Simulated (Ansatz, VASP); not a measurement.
TaCd in VASP and in Ansatz

```
CELL_PARAMETERS angstrom
1.43868 -0.83062 5.00454
0.00000 1.66124 5.00454
-1.43868 -0.83062 5.00454
ATOMIC_POSITIONS crystal
Cd 0.00000 0.00000 0.00000
Ta 0.50000 0.50000 0.50000
```

Alike in both runs: functional LDA; k mesh 13 × 13 × 13; occupations fermi-dirac, width 0.03 eV; no spin polarisation.

Ansatz relaxed the structure, and its values are those at the end. VASP's run is a single point on that final structure, the one shown.

|  | VASP | Ansatz |
| --- | --- | --- |
| version | VASP 6.6.1 | Ansatz 0.2.0 |
| potentials or method | VASP PAW LDA potentials, release 64 (Cd, Ta_pv) | PAW with Ansatz's default frozen-core files, scalar-relativistic |
| plane-wave cutoff (eV) | 520 | 420 |
| valence electrons in the cell | 23 | 33 |

```csv
,VASP,Ansatz,Ansatz less VASP
pressure (GPa),1.1,0.0,-1.07
```

LDA's correlation is that of Perdew and Zunger in VASP and of Perdew and Wang (1992) in Ansatz. VASP's potentials hold 23 valence electrons a cell and Ansatz's 33, so a difference there can come from the potentials and not from the codes.

Neither program's run includes spin-orbit coupling.
